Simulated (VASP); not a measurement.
# RbBr3 (I4/mmm) in VASP: single point with LDA

Aim: the single point of RbBr3 with LDA.

Everything below comes from runs of VASP 6.6.1. Logs are shortened: lines on timing, memory, paths and dates and some standing lists are left out, and cuts for length are marked.

## 1. The cell of the first run

It takes space group I4/mmm (No. 139, tetragonal). The conventional cell has a = 4.229 Å, b = 4.229 Å, c = 13.212 Å, α = 90.00°, β = 90.00°, γ = 90.00°. Within 4.0 Å of Rb (site symmetry 4/mmm) lie 12 Br at 2.99 to 3.92 Å. Within 4.0 Å of Br (site symmetry -4m2) lie 8 Br at 2.99 to 3.92 Å and 4 Rb at 3.92 Å. Within 4.0 Å of Br (site symmetry 4/mmm) lie 4 Rb at 2.99 Å and 8 Br at 3.92 Å.

## 2. Single point, LDA (strained)

The input, INCAR:

```
PREC = Accurate
ENCUT = 520
EDIFF = 1E-6
ISMEAR = 0
SIGMA = 0.1
LREAL = F
LASPH = T
NELM = 100
ALGO = Normal
ISIF = 2
LWAVE = F
LCHARG = F
GGA = CA
NBANDS = 23
```

The input, KPOINTS:

```
Automatic mesh
0
Gamma
  14 14 14
```

The input, POSCAR:

```
RbBr3
1.0
   -2.1145156904      2.1145156904      6.6057824809
    2.1145156904     -2.1145156904      6.6057824809
    2.1145156904      2.1145156904     -6.6057824809
Rb Br
1 3
Direct
    0.0000000000      0.0000000000      0.0000000000
    0.7500000000      0.2500000000      0.5000000000
    0.2500000000      0.7500000000      0.5000000000
    0.5000000000      0.5000000000      0.0000000000
```

Potentials or basis: VASP PAW LDA potentials, release 64 (Rb_sv, Br).

On the command line:

```console
$ cat potpaw_LDA.64/Rb_sv/POTCAR potpaw_LDA.64/Br/POTCAR > POTCAR
$ mpirun -np 1 vasp_std > vasp.out
```

OUTCAR:

```text
PREC = Accurate
   ENCUT = 520
   EDIFF = 1E-6
   ISMEAR = 0
   LREAL = F
   LASPH = T
   NELM = 100
   ISIF = 2
   GGA = CA

 ion  position               nearest neighbor table
   1  0.000  0.000  0.000-   4 2.99   4 2.99   4 2.99   4 2.99   3 3.92   2 3.92   3 3.92   3 3.92
                             2 3.92   2 3.92   3 3.92   2 3.92
   2  0.750  0.250  0.500-   1 3.92   1 3.92   1 3.92   1 3.92
   3  0.250  0.750  0.500-   1 3.92   1 3.92   1 3.92   1 3.92
   4  0.500  0.500  0.000-   1 2.99   1 2.99   1 2.99   1 2.99

  LATTYP: Found a body centered tetragonal cell.
 ALAT       =     4.2290313808
 C/A-ratio  =     3.1240167717

  Lattice vectors:

 A1 = (  -2.1145156904,   2.1145156904,   6.6057824809)
 A2 = (   2.1145156904,  -2.1145156904,   6.6057824809)
 A3 = (   2.1145156904,   2.1145156904,  -6.6057824809)

Analysis of symmetry for initial positions (statically):
=====================================================================
 Subroutine PRICEL returns:
 Original cell was already a primitive cell.

 Routine SETGRP: Setting up the symmetry group for a
 body centered tetragonal supercell.

 Subroutine GETGRP returns: Found 16 space group operations
 (whereof 16 operations were pure point group operations)
 out of a pool of 16 trial point group operations.

The static configuration has the point symmetry D_4h.

Analysis of symmetry for dynamics (positions and initial velocities):
=====================================================================
 Subroutine PRICEL returns:
 Original cell was already a primitive cell.

 Routine SETGRP: Setting up the symmetry group for a
 body centered tetragonal supercell.

 Subroutine GETGRP returns: Found 16 space group operations
 (whereof 16 operations were pure point group operations)
 out of a pool of 16 trial point group operations.

The dynamic configuration has the point symmetry D_4h.

 Subroutine INISYM returns: Found 16 space group operations
 (whereof 16 operations are pure point group operations),
 and found     1 'primitive' translations

----------------------------------------------------------------------------------------

                                     Primitive cell

  volume of cell :     118.1425

  direct lattice vectors                    reciprocal lattice vectors
    -2.114515690  2.114515690  6.605782481     0.000000000  0.236460766  0.075691260
     2.114515690 -2.114515690  6.605782481     0.236460766  0.000000000  0.075691260
     2.114515690  2.114515690 -6.605782481     0.236460766  0.236460766  0.000000000

  length of vectors
     7.251118217  7.251118217  7.251118217     0.248279803  0.248279803  0.334406022

  position of ions in fractional coordinates (direct lattice)
     0.000000000  0.000000000  0.000000000
     0.750000000  0.250000000  0.500000000
     0.250000000  0.750000000  0.500000000
     0.500000000  0.500000000  0.000000000

  ion indices of the primitive-cell ions
   primitive index   ion index
                 1           1
                 2           2
                 3           3
                 4           4

----------------------------------------------------------------------------------------

 KPOINTS: Automatic mesh

Automatic generation of k-mesh.
 Grid dimensions read from file:
 generate k-points for:   14   14   14

 Generating k-lattice:

  Cartesian coordinates                     Fractional coordinates (reciprocal lattice)
     0.000000000  0.016890055  0.005406519     0.071428571  0.000000000  0.000000000
     0.016890055  0.000000000  0.005406519     0.000000000  0.071428571  0.000000000
     0.016890055  0.016890055  0.000000000     0.000000000  0.000000000  0.071428571

  Length of vectors
     0.017734272  0.017734272  0.023886144

  Shift w.r.t. Gamma in fractional coordinates (k-lattice)
     0.000000000  0.000000000  0.000000000

 Subroutine IBZKPT returns following result:
 ===========================================

 Found    244 irreducible k-points:

 Following reciprocal coordinates:
            Coordinates               Weight
  0.000000  0.000000  0.000000      1.000000
  0.071429 -0.000000  0.000000      8.000000
  0.142857  0.000000 -0.000000      8.000000
  0.214286 -0.000000  0.000000      8.000000
  0.285714 -0.000000  0.000000      8.000000
  0.357143 -0.000000  0.000000      8.000000
[... 16 lines left out ...]
  0.214286  0.142857  0.000000     16.000000
  0.285714  0.142857  0.000000     16.000000
 [... further k-points ...]
   k-points           NKPTS =    244   k-points in BZ     NKDIM =    244   number of bands    NBANDS=     23
   number of dos      NEDOS =    301   number of ions     NIONS =      4
   total plane-waves  NPLWV = 157464
   dimension x,y,z NGX =    54 NGY =   54 NGZ =   54
   dimension x,y,z NGXF=   108 NGYF=  108 NGZF=  108
   ions per type =               1   3
   NGX,Y,Z   is equivalent  to a cutoff of  12.38, 12.38, 12.38 a.u.
   NGXF,Y,Z  is equivalent  to a cutoff of  24.76, 24.76, 24.76 a.u.
 SYSTEM =  unknown system
   PREC   = accura    normal or accurate (medium, high low for compatibility)
   ISTART =      0    job   : 0-new  1-cont  2-samecut
   ICHARG =      2    charge: 1-file 2-atom 10-const
   ISPIN  =      1    spin polarized calculation?
   LNONCOLLINEAR =      F non collinear calculations
   LSORBIT =      F    spin-orbit coupling
   LASPH  =      T    aspherical Exc in radial PAW
   ENCUT  =  520.0 eV  38.22 Ry    6.18 a.u.  13.48 13.48 13.48*2*pi/ulx,y,z
   NELM   =    100;   NELMIN=  2; NELMDL= -5     # of ELM steps
   EDIFF  = 0.1E-05   stopping-criterion for ELM
   LREAL  =      F    real-space projection
   EDIFFG = 0.1E-04   stopping-criterion for IOM
   NSW    =      0    number of steps for IOM
   IBRION =     -1    ionic relax: 0-MD 1-quasi-New 2-CG
   NFREE  =      0    steps in history (QN), initial steepest desc. (CG)
   ISIF   =      2    stress and relaxation
   ISYM   =      2    0-nonsym 1-usesym 2-fastsym
   POTIM  = 0.5000    time-step for ionic-motion
   TEBEG  =    0.0;   TEEND  =   0.0 temperature during run
   PSTRESS=    0.0 pullay stress
   NELECT =      30.0000    total number of electrons
   NUPDOWN=      -1.0000    fix difference up-down
   EMIN   =  10.00;   EMAX   =-10.00  energy-range for DOS
   EFERMI =   0.00;   METHOD = LEGACY
   ISMEAR =     0;   SIGMA  =   0.10  broadening in eV -4-tet -1-fermi 0-gaus
   EFERMI_NEDOS =   21; number of points for ismear=-14 and -15
   IALGO  =     38    algorithm
   IMIX   =      4    mixing-type and parameters
     AMIX     =   0.40;   BMIX     =  1.00
     AMIX_MAG =   1.60;   BMIX_MAG =  1.00
  volume/ion in A,a.u.               =      29.54       199.32
  Fermi-wavevector in a.u.,A,eV,Ry     =   1.036684  1.959049 14.622378  1.074715
  Thomas-Fermi vector in A             =   2.171087
   LORBIT       =      0    0 simple, 1 ext, 2 COOP (PROOUT), +10 PAW based schemes
   GGA     = CA    functional components
   LHFCALC =     F    Hartree Fock is set to
   AEXX    =    0.0000 exact exchange contribution
   IVDW    =     0    specifies the selected vdW correction
   LEPSILON=     F    determine dielectric tensor
   LRPA    =     F    only Hartree local field effects (RPA)
 non-spin polarized calculation
 Gauss-broadening in eV      SIGMA  =   0.10
  energy-cutoff  :      520.00
  volume of cell :      118.14
 maximum number of plane-waves:      3201
 NGX is ok and might be reduce to    54
   NGX = 27   NGY = 27   NGZ = 27

 number of electron      30.0000001 magnetization

 Free energy of the ion-electron system (eV)
  ---------------------------------------------------
  ext. energy  EPLUGINS =         0.00000000
  ---------------------------------------------------
  free energy    TOTEN  =       -10.02091586 eV

  energy without entropy =      -10.00150852  energy(sigma->0) =      -10.01121219

 E-fermi :   0.3729     XC(G=0):  -9.0607

 val. band max:        0.3699913236   @ k =  -0.4286   0.4286   0.0000
 cond. band min:       0.3737516543   @ k =  -0.3571  -0.3571   0.3571
 fundamental gap:      0.0037603308
 Fermi energy:         0.3728948134

 k-point     1 :       0.0000    0.0000    0.0000
  band No.  band energies     occupation
      1     -23.8234      2.00000
      2     -14.9899      2.00000
      3     -12.7656      2.00000
      4     -12.2745      2.00000
      5      -8.1996      2.00000
      6      -8.1147      2.00000
[... 15 lines left out ...]
     22       9.1760      0.00000
     23       9.1760      0.00000

 k-point     2 :       0.0714   -0.0000    0.0000
  band No.  band energies     occupation
      1     -23.8219      2.00000
      2     -14.9668      2.00000
      3     -12.7995      2.00000
      4     -12.2898      2.00000
      5      -8.1946      2.00000
      6      -8.1076      2.00000
[... 15 lines left out ...]
     22       9.0165      0.00000
     23       9.1468      0.00000

 k-point     3 :       0.1429    0.0000   -0.0000
  band No.  band energies     occupation
      1     -23.8180      2.00000
      2     -14.8981      2.00000
      3     -12.8983      2.00000
      4     -12.3320      2.00000
      5      -8.1806      2.00000
      6      -8.0875      2.00000
[... 15 lines left out ...]
     22       9.0952      0.00000
     23       9.4174      0.00000
[... 495 lines left out ...]
 k-point    23 :       0.2143    0.1429    0.0000
  band No.  band energies     occupation
      1     -23.8074      2.00000
      2     -14.7043      2.00000
      3     -13.1392      2.00000
      4     -12.4035      2.00000
      5      -8.2142      2.00000
      6      -8.1390      2.00000
[... 15 lines left out ...]
     22       8.9730      0.00000
     23      10.0182      0.00000

 k-point    24 :       0.2857    0.1429    0.0000
  band No.  band energies     occupation
      1     -23.8013      2.00000
      2     -14.5599      2.00000
      3     -13.3116      2.00000
      4     -12.4437      2.00000
      5      -8.1994      2.00000
      6      -8.1187      2.00000
[... 15 lines left out ...]
     22       9.4133      0.00000
     23       9.8856      0.00000

 [... further k-points ...]

------------------------ aborting loop because EDIFF is reached ----------------------------------------

  FORCE on cell =-STRESS in cart. coord.  units (eV):
  Direction    XX          YY          ZZ          XY          YZ          ZX
  --------------------------------------------------------------------------------------
  -------------------------------------------------------------------------------------
  Total        1.3751174      1.3751174     -0.3960838      0.0000000      0.0000000      0.0000000
  in kB       18.6485159     18.6485159     -5.3714506      0.0000000      0.0000000      0.0000000
  external PRESSURE =      10.6418604 kB  Pullay stress =       0.0000000 kB

 VOLUME and BASIS-vectors are now :
 -----------------------------------------------------------------------------
  energy-cutoff  :      520.00
  volume of cell :      118.14
      direct lattice vectors                 reciprocal lattice vectors
    -2.114515690  2.114515690  6.605782481     0.000000000  0.236460766  0.075691260
     2.114515690 -2.114515690  6.605782481     0.236460766  0.000000000  0.075691260
     2.114515690  2.114515690 -6.605782481     0.236460766  0.236460766  0.000000000

 POSITION                                       TOTAL-FORCE (eV/Angst)
 -----------------------------------------------------------------------------------
      0.00000      0.00000      0.00000        -0.000000      0.000000      0.000000
      0.00000      2.11452      3.30289        -0.000000     -0.000000      0.000000
      2.11452      0.00000      3.30289         0.000000      0.000000     -0.000000
      0.00000      0.00000      6.60578        -0.000000      0.000000      0.000000
 -----------------------------------------------------------------------------------
    total drift:                               -0.000000      0.000000      0.000000

  FREE ENERGIE OF THE ION-ELECTRON SYSTEM (eV)
  ---------------------------------------------------
  free  energy   TOTEN  =       -10.0209158584 eV

  energy  without entropy=      -10.0015085195  energy(sigma->0) =      -10.01121219
```

It took 30 min on 1 thread of Intel Xeon Platinum 8375C at 2.90GHz (Ice Lake), shared host; peak memory 0.72 GiB.

What came out:

```
Free energy            : -10.0209 eV
Pressure               : 1.1 GPa
Band gap on the k mesh : zero (bands 15 and 16 overlap by 1.67 eV)
```

Caveat: the cell differs from its parent crystal (strained).
